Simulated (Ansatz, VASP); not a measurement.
**Ca in VASP and in Ansatz**

The input INCAR:

```
SYSTEM = Ca
PREC = Accurate
ENCUT = 520
EDIFF = 1E-6
ISMEAR = 0
SIGMA = 0.15
LREAL = .FALSE.
LASPH = .TRUE.
NELM = 80
ALGO = Fast
ISIF = 2
LWAVE = .FALSE.
LCHARG = .TRUE.
GGA = PS
LELF = .TRUE.
LVHAR = .TRUE.
NBANDS = 17
```

The input KPOINTS:

```
Automatic mesh
0
G
  12 12 8
  0 0 0
```

POSCAR

```
Ca
1.0
    4.1391995014      0.0000000000      0.0000000000
   -2.0695997507      3.5846519196      0.0000000000
    0.0000000000      0.0000000000      5.9984000000
Ca
2
Direct
    0.3333333333      0.6666666667      0.2500000000
    0.6666666667      0.3333333333      0.7500000000
```

Input for Ansatz:

```yaml
crystal:
  lattice:
    - [4.1391995014, 0.0, 0.0]
    - [-2.0695997507, 3.5846519196, 0.0]
    - [0.0, 0.0, 5.9984]
  atoms:
    - { symbol: Ca, position: [0.3333333333, 0.6666666667, 0.25] }
    - { symbol: Ca, position: [0.6666666667, 0.3333333333, 0.75] }
basis:
  ecutwfc: 420
kpoints:
  mp_grid: { grid: [12, 12, 8] }
hamiltonian:
  xc: pbesol
scf:
  occupations: { method: gaussian, width: 0.15 }
output:
  forces: true
  stress: true
  eigenvalues: true
```

Change from the starting cell: strain +0.040 along x and y, -0.080 along z, atoms carried along.

Alike in both runs: task single point; functional PBEsol; k mesh 12 × 12 × 8; occupations gaussian, width 0.15 eV; no spin polarisation.

```csv
,VASP,Ansatz
version,VASP 6.6.1,Ansatz 0.2.0
potentials or method,"VASP PAW PBE potentials, release 64 (Ca_sv), cutoff 520 eV","scalar-relativistic, plane waves, PAW"
valence electrons in the cell,20,20
```

Ansatz gave:

```
gap on the k mesh at the Fermi level (eV)                     : none
pressure (GPa)                                                : -1.2
traceless stress, the component that is largest in VASP (GPa) : 1.79
```

Q: Which values does VASP return?

A: gap on the k mesh at the Fermi level (eV): none; pressure (GPa): -1.2; traceless stress, the component that is largest in VASP (GPa): 1.80.

VASP's potentials were made for PBE, not for PBEsol. A gap of «none» marks a metal or a gap that the smearing closes.
